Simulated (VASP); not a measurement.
# Ti (P6_3/mmc) in VASP: further runs, part 2 of 2

VASP 6.6.1.

## Step 3: Single point, r2SCAN

This run uses another cell than the first one, of the same volume but with other edges.

Input file POSCAR:

```
Ti
1.0
    2.8884370975      0.0000000000      0.0000000000
   -1.4442185488      2.5014599036      0.0000000000
    0.0000000000      0.0000000000      4.7894726484
Ti
2
Direct
    0.3333333333      0.6666666667      0.2500000000
    0.6666666667      0.3333333333      0.7500000000
```

Input file INCAR.step1:

```
ALGO     = Normal         # electronic algorithm
EDIFF    = 1E-4           # SCF threshold, eV
ENCUT    = 520            # plane-wave cutoff, eV
GGA      = PE             # functional
ISMEAR   = 0              # smearing method
LASPH    = T              # aspherical terms in the spheres
LCHARG   = F              # write CHGCAR
LREAL    = F              # projectors in reciprocal space
LWAVE    = T              # write WAVECAR
NBANDS   = 19             # bands
NELM     = 60             # most SCF steps
PREC     = Accurate       # precision mode
SIGMA    = 0.15           # smearing width, eV
```

Input file INCAR.step2:

```
ALGO     = Normal         # electronic algorithm
EDIFF    = 1E-7           # SCF threshold, eV
ENCUT    = 520            # plane-wave cutoff, eV
ISIF     = 2              # what is computed and relaxed
ISMEAR   = 0              # smearing method
ISTART   = 1            
LASPH    = T              # aspherical terms in the spheres
LCHARG   = T              # write CHGCAR
LELF     = T              # ELF
LMIXTAU  = T            
LREAL    = F              # projectors in reciprocal space
LVHAR    = T            
LWAVE    = F              # write WAVECAR
METAGGA  = R2SCAN         # meta-GGA
NBANDS   = 19             # bands
NELM     = 60             # most SCF steps
PREC     = Accurate       # precision mode
SIGMA    = 0.15           # smearing width, eV
```

Input file KPOINTS:

```
k-points
0
Gamma
  24 24 14
```

Potentials or basis: VASP PAW PBE potentials, release 64 (Ti_sv).

On the command line:

```sh
$ cat potpaw_PBE.64/Ti_sv/POTCAR > POTCAR
$ cp INCAR.step1 INCAR
$ mpirun -np 1 vasp_std > vasp.out
$ cp INCAR.step2 INCAR
$ mpirun -np 1 vasp_std > vasp.out
```

OUTCAR:

```text
EDIFF = 1E-7
   ENCUT = 520
   ISIF = 2
   ISMEAR = 0
   ISTART = 1
   LASPH = T
   LREAL = F
   METAGGA = R2SCAN
   NELM = 60
   PREC = Accurate

 ion  position               nearest neighbor table
   1  0.333  0.667  0.250-   2 2.92   2 2.92   2 2.92   2 2.92   2 2.92   2 2.92
   2  0.667  0.333  0.750-   1 2.92   1 2.92   1 2.92   1 2.92   1 2.92   1 2.92

  LATTYP: Found a hexagonal cell.
 ALAT       =     2.8884370975
 C/A-ratio  =     1.6581536958

  Lattice vectors:

 A1 = (   2.8884370975,   0.0000000000,   0.0000000000)
 A2 = (  -1.4442185488,   2.5014599036,   0.0000000000)
 A3 = (   0.0000000000,   0.0000000000,   4.7894726484)

Analysis of symmetry for initial positions (statically):
=====================================================================
 Subroutine PRICEL returns:
 Original cell was already a primitive cell.

 Routine SETGRP: Setting up the symmetry group for a
 hexagonal supercell.

 Subroutine GETGRP returns: Found 24 space group operations
 (whereof 12 operations were pure point group operations)
 out of a pool of 24 trial point group operations.

The static configuration has the point symmetry D_3d.
 The point group associated with its full space group is D_6h.

Analysis of symmetry for dynamics (positions and initial velocities):
=====================================================================
 Subroutine PRICEL returns:
 Original cell was already a primitive cell.

 Routine SETGRP: Setting up the symmetry group for a
 hexagonal supercell.

 Subroutine GETGRP returns: Found 24 space group operations
 (whereof 12 operations were pure point group operations)
 out of a pool of 24 trial point group operations.

The dynamic configuration has the point symmetry D_3d.
 The point group associated with its full space group is D_6h.

 Subroutine INISYM returns: Found 24 space group operations
 (whereof 12 operations are pure point group operations),
 and found     1 'primitive' translations

----------------------------------------------------------------------------------------

                                     Primitive cell

  volume of cell :      34.6054

  direct lattice vectors                    reciprocal lattice vectors
     2.888437098  0.000000000  0.000000000     0.346207989  0.199883276  0.000000000
    -1.444218549  2.501459904  0.000000000     0.000000000  0.399766552  0.000000000
     0.000000000  0.000000000  4.789472648     0.000000000  0.000000000  0.208791254

  length of vectors
     2.888437098  2.888437097  4.789472648     0.399766552  0.399766552  0.208791254

  position of ions in fractional coordinates (direct lattice)
     0.333333333  0.666666667  0.250000000
     0.666666667  0.333333333  0.750000000

  ion indices of the primitive-cell ions
   primitive index   ion index
                 1           1
                 2           2

----------------------------------------------------------------------------------------

 KPOINTS: k-points

Automatic generation of k-mesh.
 Grid dimensions read from file:
 generate k-points for:   24   24   14

 Generating k-lattice:

  Cartesian coordinates                     Fractional coordinates (reciprocal lattice)
     0.014425333  0.008328470  0.000000000     0.041666667  0.000000000  0.000000000
     0.000000000  0.016656940  0.000000000     0.000000000  0.041666667  0.000000000
     0.000000000  0.000000000  0.014913661     0.000000000  0.000000000  0.071428571

  Length of vectors
     0.016656940  0.016656940  0.014913661

  Shift w.r.t. Gamma in fractional coordinates (k-lattice)
     0.000000000  0.000000000  0.000000000

 Subroutine IBZKPT returns following result:
 ===========================================

 Found    488 irreducible k-points:

 Following reciprocal coordinates:
            Coordinates               Weight
  0.000000  0.000000  0.000000      1.000000
  0.041667 -0.000000  0.000000      6.000000
  0.083333  0.000000  0.000000      6.000000
  0.125000  0.000000  0.000000      6.000000
  0.166667  0.000000  0.000000      6.000000
  0.208333  0.000000  0.000000      6.000000
[... 16 lines left out ...]
  0.416667  0.041667  0.000000     12.000000
  0.458333  0.041667  0.000000     12.000000
 [... further k-points ...]
   k-points           NKPTS =    488   k-points in BZ     NKDIM =    488   number of bands    NBANDS=     19
   number of dos      NEDOS =    301   number of ions     NIONS =      2
   total plane-waves  NPLWV =  20736
   dimension x,y,z NGX =    24 NGY =   24 NGZ =   36
   dimension x,y,z NGXF=    48 NGYF=   48 NGZF=   72
   ions per type =               2
   NGX,Y,Z   is equivalent  to a cutoff of  13.81, 13.81, 12.50 a.u.
   NGXF,Y,Z  is equivalent  to a cutoff of  27.63, 27.63, 24.99 a.u.
 SYSTEM =  unknown system
   PREC   = accura    normal or accurate (medium, high low for compatibility)
   ISTART =      1    job   : 0-new  1-cont  2-samecut
   ICHARG =      0    charge: 1-file 2-atom 10-const
   ISPIN  =      1    spin polarized calculation?
   LNONCOLLINEAR =      F non collinear calculations
   LSORBIT =      F    spin-orbit coupling
   LASPH  =      T    aspherical Exc in radial PAW
   ENCUT  =  520.0 eV  38.22 Ry    6.18 a.u.   5.37  5.37  8.91*2*pi/ulx,y,z
   NELM   =     60;   NELMIN=  2; NELMDL=  0     # of ELM steps
   EDIFF  = 0.1E-06   stopping-criterion for ELM
   LREAL  =      F    real-space projection
   EDIFFG = 0.1E-05   stopping-criterion for IOM
   NSW    =      0    number of steps for IOM
   IBRION =     -1    ionic relax: 0-MD 1-quasi-New 2-CG
   NFREE  =      0    steps in history (QN), initial steepest desc. (CG)
   ISIF   =      2    stress and relaxation
   ISYM   =      2    0-nonsym 1-usesym 2-fastsym
   POTIM  = 0.5000    time-step for ionic-motion
   TEBEG  =    0.0;   TEEND  =   0.0 temperature during run
   PSTRESS=    0.0 pullay stress
   NELECT =      24.0000    total number of electrons
   NUPDOWN=      -1.0000    fix difference up-down
   EMIN   =  10.00;   EMAX   =-10.00  energy-range for DOS
   EFERMI =   0.00;   METHOD = LEGACY
   ISMEAR =     0;   SIGMA  =   0.15  broadening in eV -4-tet -1-fermi 0-gaus
   EFERMI_NEDOS =   21; number of points for ismear=-14 and -15
   IALGO  =     38    algorithm
   IMIX   =      4    mixing-type and parameters
     AMIX     =   0.40;   BMIX     =  1.00
     AMIX_MAG =   1.60;   BMIX_MAG =  1.00
  volume/ion in A,a.u.               =      17.30       116.76
  Fermi-wavevector in a.u.,A,eV,Ry     =   1.449096  2.738395 28.570596  2.099880
  Thomas-Fermi vector in A             =   2.566862
   LORBIT       =      0    0 simple, 1 ext, 2 COOP (PROOUT), +10 PAW based schemes
   METAGGA = R2SCAN    functional components
   LHFCALC =     F    Hartree Fock is set to
   AEXX    =    0.0000 exact exchange contribution
   IVDW    =     0    specifies the selected vdW correction
   LEPSILON=     F    determine dielectric tensor
   LRPA    =     F    only Hartree local field effects (RPA)
 non-spin polarized calculation
 Gauss-broadening in eV      SIGMA  =   0.15
  energy-cutoff  :      520.00
  volume of cell :       34.61
 maximum number of plane-waves:       966
 NGX is ok and might be reduce to    24

 number of electron      23.9999996 magnetization

 Free energy of the ion-electron system (eV)
  ---------------------------------------------------
  ext. energy  EPLUGINS =         0.00000000
  ---------------------------------------------------
  free energy    TOTEN  =       -25.89005934 eV

  energy without entropy =      -25.87053279  energy(sigma->0) =      -25.88029606

 E-fermi :   8.4223     XC(G=0): -12.4157

 val. band max:        8.4218107788   @ k =   0.0833   0.0000   0.4286
 cond. band min:       8.4259113528   @ k =   0.4167   0.1667   0.4286
 fundamental gap:      0.0041005739
 Fermi energy:         8.4222944990

 k-point     1 :       0.0000    0.0000    0.0000
  band No.  band energies     occupation
      1     -50.7774      2.00000
      2     -50.6548      2.00000
      3     -26.3033      2.00000
      4     -25.6330      2.00000
      5     -25.6329      2.00000
      6     -25.6249      2.00000
[... 11 lines left out ...]
     18      10.5106      0.00000
     19      11.8692      0.00000
[... 485 lines left out ...]
 k-point    24 :       0.4583    0.0417    0.0000
  band No.  band energies     occupation
      1     -50.6447      2.00000
      2     -50.6051      2.00000
      3     -26.2019      2.00000
      4     -26.0919      2.00000
      5     -25.9874      2.00000
      6     -25.7977      2.00000
[... 11 lines left out ...]
     18      12.2485      0.00000
     19      12.9577      0.00000

 [... further k-points ...]

------------------------ aborting loop because EDIFF is reached ----------------------------------------

  FORCE on cell =-STRESS in cart. coord.  units (eV):
  Direction    XX          YY          ZZ          XY          YZ          ZX
  --------------------------------------------------------------------------------------
  -------------------------------------------------------------------------------------
  Total        0.5366781      0.5366781     -0.7689251     -0.0000000      0.0000000      0.0000000
  in kB       24.8473619     24.8473619    -35.6000390     -0.0000000      0.0000000      0.0000000
  external PRESSURE =       4.6982283 kB  Pullay stress =       0.0000000 kB

 VOLUME and BASIS-vectors are now :
 -----------------------------------------------------------------------------
  energy-cutoff  :      520.00
  volume of cell :       34.61
      direct lattice vectors                 reciprocal lattice vectors
     2.888437098  0.000000000  0.000000000     0.346207989  0.199883276  0.000000000
    -1.444218549  2.501459904  0.000000000     0.000000000  0.399766552  0.000000000
     0.000000000  0.000000000  4.789472648     0.000000000  0.000000000  0.208791254

 POSITION                                       TOTAL-FORCE (eV/Angst)
 -----------------------------------------------------------------------------------
     -0.00000      1.66764      1.19737        -0.000000      0.000000      0.000000
      1.44422      0.83382      3.59210         0.000000      0.000000      0.000000
 -----------------------------------------------------------------------------------
    total drift:                               -0.000000      0.000000     -0.000000

  FREE ENERGIE OF THE ION-ELECTRON SYSTEM (eV)
  ---------------------------------------------------
  free  energy   TOTEN  =       -25.8900593378 eV

  energy  without entropy=      -25.8705327878  energy(sigma->0) =      -25.88029606
```

It took 30 min on 1 thread of Oxide Virtual Turin-like, shared host; peak memory 0.34 GiB.

Results:

```yaml
Free_energy: -25.8901 eV
Pressure: 0.5 GPa
Band_gap_on_the_k_mesh: zero (bands 12 and 13 overlap by 1.10 eV)
```

Levels at points of the mesh, in eV from the Fermi level:
```tsv
k point	band 10	band 11	band 12	band 13	band 14	band 15
(0.00, 0.00, 0.00)	-2.89	0.14	0.69	0.94	0.94	1.39
(0.50, 0.00, 0.00)	-2.26	-1.99	-0.63	0.53	0.87	1.10
(0.00, 0.00, 0.50)	-4.78	-0.12	-0.12	0.92	0.92	0.92
(0.50, 0.00, 0.50)	-2.68	-0.95	-0.95	1.32	1.32	2.07
```

Caveat: the stress differs along the axes, from -4 to 2 GPa; the PAW data sets were made with another functional, which shifts forces and pressure a little.
